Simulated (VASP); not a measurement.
# N: single point with HSE06

Crystal: N.

```
N
1.0
     3.96098   -0.10358    0.00000
    -0.10358    3.96098    0.00000
     0.00000    0.00000    5.13318
N
4
Direct
  0.89978 0.89978 0.00000
  0.59510 0.40490 0.50000
  0.10022 0.10022 0.00000
  0.40490 0.59510 0.50000
```

This cell differs from its parent crystal: shear xy strain -5.2%.

| Item | Value |
| --- | --- |
| Program | VASP 6.6.1 |
| Task | single point |
| Functional | HSE06 |
| Potentials or basis | VASP PAW PBE potentials, release 64 (N) |
| Cutoff | 520 eV |
| k mesh | 4 × 4 × 4 |
| Occupations | gaussian, width 0.01 eV |
| Spin | no spin polarisation |
| Dipole correction | no |
| Grid for exact exchange (PRECFOCK) | Normal |
| Further INCAR settings | ALGO = Normal; EDIFF = 1e-07; NBANDS = 18 |
| Share of exact exchange | 0.25 |
| Screening parameter | 0.2079 1/Å |

```
Pressure               : 2.8 GPa
Largest force          : 1.478 eV/Å
Band gap on the k mesh : 9.04 eV (least direct gap 9.32 eV)
```

Forces on the atoms (eV/Å):
```
N   -1.038 -1.038  0.000
N    1.045 -1.045  0.000
N    1.038  1.038  0.000
N   -1.045  1.045  0.000
```

Stress tensor (GPa, compression positive):
```
3.79 0.08 0.00
0.08 3.79 0.00
0.00 0.00 0.68
```

Levels at points of the mesh, in eV from the valence-band top:
```tsv
k point	band 7	band 8	band 9	band 10	band 11	band 12	band 13	band 14
(0.00, 0.00, 0.00)	-1.22	-1.20	-1.08	-0.28	9.04	10.29	10.72	10.79
(0.50, 0.00, 0.00)	-1.49	-1.48	-0.30	-0.28	10.40	10.46	10.47	10.47
(0.50, 0.50, 0.00)	-1.48	-1.36	-0.15	-0.02	10.08	10.13	11.47	11.57
(0.00, 0.00, 0.50)	-1.23	-1.23	-0.49	-0.43	9.60	9.62	10.72	10.75
(0.50, 0.00, 0.50)	-1.23	-1.18	-0.40	-0.39	9.85	9.96	10.85	10.94
(0.50, 0.50, 0.50)	-1.49	-1.48	-0.05	0.00	10.13	10.21	11.49	11.55
```

Run time: 19 min on 1 thread of Intel(R) Xeon(R) Platinum 8259CL CPU @ 2.50GHz (Skylake/Cascade Lake), with other jobs on the host, peak memory 0.3 GiB.

Caveat: the cell differs from its parent crystal (shear xy strain -5.2%); the standard files for N, O and F lose accuracy on very short bonds; this functional lacks dispersion, which holds the molecules together, so the pressure and a relaxed volume are unreliable; the PAW data sets were made with another functional, which shifts forces and pressure a little. A k mesh can miss the band edges.
